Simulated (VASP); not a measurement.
Crystal: BN.

```
B N
1.0
     2.50061    0.00000    0.00000
    -1.25030    2.16559    0.00000
     0.00000    0.00000    6.52282
B N
2 2
Direct
  0.33333 0.66667 0.25000
  0.66667 0.33333 0.75000
  0.33333 0.66667 0.75000
  0.66667 0.33333 0.25000
```

Base run:

* Program: VASP 6.6.1
* Functional: PBE
* Potentials or basis: VASP PAW PBE potentials, release 64 (B, N)
* Cutoff: 520 eV
* k mesh: 9 × 9 × 4
* Occupations: gaussian, width 0.01 eV
* Spin: no spin polarisation

Its results: band gap on the k mesh 4.38 eV, indirect (least direct gap 4.65 eV); pressure 4.7 GPa.

The run is repeated on the same cell with these changes: k mesh from 9 × 9 × 4 to 12 × 12 × 4. What comes out?

Band gap on the k mesh 4.24 eV, indirect (least direct gap 4.65 eV); pressure 4.7 GPa.

Caveats: this functional lacks dispersion, which binds the layers, so the pressure and a relaxed spacing across them are unreliable.

A k mesh can miss the band edges.
